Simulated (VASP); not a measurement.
Runs of VASP 6.6.1 on LaHg2. The structure is that of space group P6/mmm (No. 191), or close to it. The cells are those of the table. 

```csv
task,cell,gap on the mesh (eV),pressure (GPa)
electric field gradients,"a = 4.891, b = 4.891, c = 3.591 Å, angles 90.0, 90.0, 120.0°, 3 atoms",none,0.3
single point,"a = 4.891, b = 4.891, c = 3.591 Å, angles 90.0, 90.0, 120.0°, 3 atoms",none,0.3
electric field gradients,"a = 4.958, b = 4.958, c = 3.640 Å, angles 90.0, 90.0, 120.0°, 3 atoms",none,-2.6
single point,"a = 5.055, b = 5.055, c = 3.711 Å, angles 90.0, 90.0, 120.0°, 3 atoms",none,-5.7
single point,"a = 4.958, b = 4.958, c = 3.676 Å, angles 90.0, 90.0, 120.0°, 3 atoms",none,-3.0
single point,"a = 4.941, b = 4.941, c = 3.628 Å, angles 90.0, 90.0, 120.0°, 3 atoms",none,(a)
```

Alike in all rows: level LDA; potentials or basis VASP PAW LDA potentials, release 64 (La, Hg); no spin polarisation; k mesh 8 × 8 × 9; cutoff (eV) 520; smearing fermi-dirac 0.08 eV.

Problem. Estimate the missing entries.

Solution. (a) -1.9.

Caveats: spin-orbit coupling is left out, which moves the levels of the heavy elements.

A k mesh can miss the band edges, and the runs leave out spin-orbit coupling on Hg, La.

A gap of «none» marks levels without a gap at the run's occupations.
